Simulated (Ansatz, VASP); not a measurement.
One calculation of GaN, two programs

```
Ga N
1.0
     3.18310    0.00000    0.00000
    -1.59155    2.75664    0.00000
     0.00000    0.00000    5.18360
Ga N
2 2
Cartesian
  0.0121 1.8378 5.1790
  1.5794 0.9189 2.5872
  0.0750 1.8378 1.9485
  1.5165 0.9189 4.5403
```

Change from the starting cell: mode 10 (563.9 1/cm) frozen in, largest displacement +0.075 Å.

Alike in both runs: task single point; functional r2SCAN; k mesh 12 × 12 × 6; occupations gaussian, width 0.05 eV; no spin polarisation.

|  | VASP | Ansatz |
| --- | --- | --- |
| version | VASP 6.6.1 | Ansatz 0.2.0 |
| potentials or method | VASP PAW PBE potentials, release 64 (Ga_d, N), cutoff 520 eV | scalar-relativistic, plane waves, PAW |
| valence electrons in the cell | 36 | 36 |

```tsv
	VASP	Ansatz	Ansatz less VASP
gap on the k mesh at the Fermi level (eV)	2.27	2.27	+0.005
least direct gap on the mesh (eV)	2.27	2.27	+0.005
pressure (GPa)	2.0	0.9	-1.09
traceless stress, the component that is largest in VASP (GPa)	-6.02	-5.82	+0.203
rms of the force components (eV/Å)	0.679	0.665	-0.0137
```

VASP's potentials were made for PBE, not for r2SCAN. Atom by atom the forces differ by 0.014 eV/Å (rms over components). The functional is the same, so the differences come from potentials, cutoffs and numerics.
